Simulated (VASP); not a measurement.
# In (R-3m) in VASP: a series of runs, part 2 of 2

VASP 6.6.1. The steps go on from the part before.

## (3) Single point, PBE (zz strain of +2 %)

The input, INCAR:

```
ALGO = Normal
EDIFF = 1E-6
ENCUT = 520
GGA = PE
ISIF = 2
ISMEAR = -1
LASPH = True
LCHARG = False
LREAL = False
LWAVE = False
NBANDS = 26
NELM = 60
PREC = Accurate
SIGMA = 0.05
```

The input, KPOINTS:

```
k-points
0
Gamma
  14 14 14
```

The input, POSCAR:

```
In
1.0
    1.6696368166      0.9639652655      8.3716125150
   -1.6696368166      0.9639652655      8.3716125150
    0.0000000000     -1.9279305310      8.3716125150
In
3
Direct
    0.0000000000      0.0000000000      0.0000000000
    0.7780122400      0.7780122400      0.7780122400
    0.2219877600      0.2219877600      0.2219877600
```

Potentials or basis: VASP PAW PBE potentials, release 64 (In_d).

Command:

```sh
$ cat potpaw_PBE.64/In_d/POTCAR > POTCAR
$ mpirun -np 1 vasp_std > vasp.out
```

OUTCAR:

```text
EDIFF = 1E-6
   ENCUT = 520
   GGA = PE
   ISIF = 2
   ISMEAR = -1
   LASPH = True
   LREAL = False
   NELM = 60
   PREC = Accurate

 ion  position               nearest neighbor table
   1  0.000  0.000  0.000-   2 3.40   3 3.40   2 3.40   2 3.40   3 3.40   3 3.40
   2  0.778  0.778  0.778-   3 3.38   3 3.38   3 3.38   1 3.40   1 3.40   1 3.40
   3  0.222  0.222  0.222-   2 3.38   2 3.38   2 3.38   1 3.40   1 3.40   1 3.40

  LATTYP: Found a trigonal (rhomboedric) cell.
 ALAT       =     8.5907399119
 COS(alpha) =     0.9244537556

  Lattice vectors:

 A1 = (   1.6696368166,   0.9639652655,   8.3716125150)
 A2 = (  -1.6696368166,   0.9639652655,   8.3716125150)
 A3 = (   0.0000000000,  -1.9279305310,   8.3716125150)

Analysis of symmetry for initial positions (statically):
=====================================================================
 Subroutine PRICEL returns:
 Original cell was already a primitive cell.

 Routine SETGRP: Setting up the symmetry group for a
[... 165 lines left out ...]
  free energy    TOTEN  =        -7.66652795 eV

  energy without entropy =       -7.65423978  energy(sigma->0) =       -7.66038387

 E-fermi :   7.2224     XC(G=0): -10.1138

 val. band max:        7.2155209391   @ k =  -0.2857   0.0714   0.0714
 cond. band min:       7.2320933829   @ k =  -0.3571   0.3571   0.2857
 fundamental gap:      0.0165724438
 Fermi energy:         7.2224330784

 k-point     1 :       0.0000    0.0000    0.0000
  band No.  band energies     occupation
      1      -7.4584      2.00000
      2      -7.4558      2.00000
      3      -7.4300      2.00000
      4      -7.4073      2.00000
      5      -7.4073      2.00000
      6      -7.3911      2.00000
[... 685 lines left out ...]
     25      13.5459      0.00000
     26      14.7563      0.00000

 [... further k-points ...]

------------------------ aborting loop because EDIFF is reached ----------------------------------------

  FORCE on cell =-STRESS in cart. coord.  units (eV):
  Direction    XX          YY          ZZ          XY          YZ          ZX
  --------------------------------------------------------------------------------------
  -------------------------------------------------------------------------------------
  Total        0.3977638      0.3977638      0.4785940      0.0000000      0.0000000      0.0000000
  in kB        7.8830109      7.8830109      9.4849277      0.0000000      0.0000000      0.0000000
  external PRESSURE =       8.4169831 kB  Pullay stress =       0.0000000 kB

 VOLUME and BASIS-vectors are now :
 -----------------------------------------------------------------------------
  energy-cutoff  :      520.00
  volume of cell :       80.84
      direct lattice vectors                 reciprocal lattice vectors
     1.669636817  0.963965265  8.371612515     0.299466324  0.172896963  0.039817100
    -1.669636817  0.963965265  8.371612515    -0.299466324  0.172896963  0.039817100
     0.000000000 -1.927930531  8.371612515     0.000000000 -0.345793926  0.039817100

 POSITION                                       TOTAL-FORCE (eV/Angst)
 -----------------------------------------------------------------------------------
      0.00000      0.00000      0.00000         0.000000      0.000000     -0.000000
      0.00000      0.00000     19.53965         0.000000     -0.000000     -0.009527
      0.00000      0.00000      5.57519         0.000000      0.000000      0.009527
 -----------------------------------------------------------------------------------
    total drift:                                0.000000      0.000000     -0.000000

  FREE ENERGIE OF THE ION-ELECTRON SYSTEM (eV)
  ---------------------------------------------------
  free  energy   TOTEN  =        -7.6665279529 eV

  energy  without entropy=       -7.6542397792  energy(sigma->0) =       -7.66038387
```

OSZICAR:

```text
N       E                     dE             d eps       ncg     rms          rms(c)
DAV:   1     0.347971427390E+03    0.34797E+03   -0.18878E+04 14992   0.202E+03
DAV:   2     0.223274097699E+02   -0.32564E+03   -0.32151E+03 14988   0.442E+02
DAV:   3    -0.667470865651E+01   -0.29002E+02   -0.28716E+02 17926   0.158E+02
DAV:   4    -0.768827199890E+01   -0.10136E+01   -0.10120E+01 18054   0.326E+01
DAV:   5    -0.774298623410E+01   -0.54714E-01   -0.54708E-01 23960   0.577E+00    0.377E+00
DAV:   6    -0.767949838481E+01    0.63488E-01   -0.13078E-01 19294   0.524E+00    0.184E+00
DAV:   7    -0.766720557418E+01    0.12293E-01   -0.42243E-02 20138   0.271E+00    0.383E-01
DAV:   8    -0.766648563168E+01    0.71994E-03   -0.32252E-03 17624   0.743E-01    0.436E-02
DAV:   9    -0.766652181281E+01   -0.36181E-04   -0.12727E-04 24188   0.891E-02    0.194E-02
DAV:  10    -0.766652700719E+01   -0.51944E-05   -0.12498E-05 19118   0.432E-02    0.591E-03
DAV:  11    -0.766652795292E+01   -0.94572E-06   -0.88153E-07  9708   0.118E-02
   1 F= -.76665280E+01 E0= -.76603839E+01  d E =-.122882E-01
```

stdout:

```text
POSCAR found type information on POSCAR In
 POSCAR found :  1 types and       3 ions
 scaLAPACK will be used
 LDA part: xc-table for (Slater+PW92), standard interpolation
 POSCAR, INCAR and KPOINTS ok, starting setup
 FFT: planning ... GRIDC
 FFT: planning ... GRID_SOFT
 FFT: planning ... GRID
 WAVECAR not read
 entering main loop
```

Run time: 22 min. Hardware: 1 thread of Intel Xeon 6975P-C (Granite Rapids), shared host; peak memory 0.83 GiB.

Results:

```yaml
Free_energy: -7.6665 eV
Pressure: 0.8 GPa
Largest_force: 0.010 eV/Å
Band_gap_on_the_k_mesh: zero (an odd number of electrons rules out a gap without spin polarisation)
```

Forces on the atoms (eV/Å):
```
In   0.000  0.000  0.000
In   0.000  0.000 -0.010
In   0.000  0.000  0.010
```

Stress tensor (GPa, compression positive):
```
0.79 0.00 0.00
0.00 0.79 0.00
0.00 0.00 0.95
```

Levels at points of the mesh, in eV from the Fermi level:
```csv
k point,band 17,band 18,band 19,band 20,band 21,band 22
"(0.00, 0.00, 0.00)",-7.04,-7.02,0.22,0.24,8.82,8.82
"(0.50, 0.00, 0.00)",-4.08,-3.01,-2.68,-1.18,-1.13,3.10
"(0.50, 0.50, 0.00)",-4.16,-3.44,-2.96,-0.48,-0.45,1.78
"(0.50, 0.50, 0.50)",-8.78,-4.58,-3.36,5.30,5.34,8.43
```

Caveat: the cell differs from its parent crystal (zz strain of +2 %); spin-orbit coupling is left out, which moves the levels of the heavy elements.

## (4) Single point, PBE (equal xx and yy strain of +2 %)

The input, INCAR:

```
ALGO = Normal
EDIFF = 1E-6
ENCUT = 520
GGA = PE
ISIF = 2
ISMEAR = -1
LASPH = T
LCHARG = T
LELF = T
LREAL = F
LVHAR = T
LWAVE = F
NBANDS = 26
NELM = 80
PREC = Accurate
SIGMA = 0.05
```

KPOINTS is that of step 3.

The input, POSCAR:

```
In
1.0
    1.7030295529      0.9832445708      8.2074632500
   -1.7030295529      0.9832445708      8.2074632500
    0.0000000000     -1.9664891416      8.2074632500
In
3
Direct
    0.0000000000      0.0000000000      0.0000000000
    0.7780122400      0.7780122400      0.7780122400
    0.2219877600      0.2219877600      0.2219877600
```

Command:

```sh
$ cat potpaw_PBE.64/In_d/POTCAR > POTCAR
$ mpirun -np 1 vasp_std > vasp.out
```

Run time: 22 min. Hardware: 1 thread of Intel Xeon Platinum 8488C (Sapphire Rapids), shared host; peak memory 0.85 GiB.

The run converged. Its results:

```
Free energy            : -7.6686 eV
Pressure               : 0.1 GPa
Largest force          : 0.003 eV/Å
Band gap on the k mesh : zero (an odd number of electrons rules out a gap without spin polarisation)
```

Forces in eV/Å, atoms in the order of the input:
```
In   0.000  0.000  0.000
In   0.000  0.000 -0.003
In   0.000  0.000  0.003
```

Stress tensor (GPa, compression positive):
```
-0.02  0.00  0.00
 0.00 -0.02  0.00
 0.00  0.00  0.44
```

Levels at points of the mesh, in eV from the Fermi level:
```tsv
k point	band 16	band 17	band 18	band 19	band 20	band 21	band 22	band 23
(0.00, 0.00, 0.00)	-9.23	-6.80	-6.77	0.69	0.71	8.22	8.22	8.30
(0.50, 0.00, 0.00)	-4.78	-4.12	-3.06	-2.62	-1.05	-1.00	3.29	4.05
(0.50, 0.50, 0.00)	-4.52	-4.24	-3.47	-2.90	-0.32	-0.30	1.96	3.32
(0.50, 0.50, 0.50)	-8.63	-8.61	-4.14	-3.13	5.95	6.00	7.80	7.80
```

Caveat: the cell differs from its parent crystal (equal xx and yy strain of +2 %); spin-orbit coupling is left out, which moves the levels of the heavy elements.

## (5) Overview

```csv
cell,gap on the mesh (eV),pressure (GPa),largest force (eV/Å)
"a = 8.259 Å, angles 22.8°, 3 atoms",none,4.8,0.04
"a = 8.591 Å, angles 22.4°, 3 atoms",none,0.8,0.01
"a = 8.440 Å, angles 23.3°, 3 atoms",none,0.1,-
```

Alike in all rows: task single point; level PBE; potentials or basis VASP PAW PBE potentials, release 64 (In_d); no spin polarisation; k mesh 14 × 14 × 14; cutoff (eV) 520; smearing fermi-dirac 0.05 eV.

Caveats: spin-orbit coupling is left out, which moves the levels of the heavy elements; the cell stands under pressure (at least some runs).

Total energies depend on the potentials used, so only differences within one code and one set of settings carry meaning.
